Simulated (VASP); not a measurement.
Crystal: RbBr.

```
Rb Br
1.0
     4.12425    0.00000    0.00000
     0.00000    4.12425    0.00000
     0.00000    0.00000    3.97248
Rb Br
1 1
Direct
  0.00000 0.00000 0.00000
  0.50000 0.50000 0.50000
```

This cell differs from its parent crystal: uniaxial z strain -3.7%.

Base run:

* Program: VASP 6.6.1
* Functional: PBE
* Potentials or basis: VASP PAW PBE potentials, release 64 (Rb_sv, Br)
* Cutoff: 520 eV
* k mesh: 6 × 6 × 6
* Occupations: fermi-dirac, width 0.02 eV
* Spin: no spin polarisation

Its results: band gap on the k mesh 4.08 eV (least direct gap 4.22 eV); pressure 1.6 GPa.

Q: The run is repeated on the same cell with these changes: functional from PBE to r2SCAN; occupations from fermi-dirac, width 0.02 eV to gaussian, width 0.01 eV. What comes out?

A: Band gap on the k mesh 4.84 eV (least direct gap 4.98 eV); pressure 0.8 GPa.

Caveats: the PAW data sets were made with another functional, which shifts forces and pressure a little (at least some runs).

A k mesh can miss the band edges.
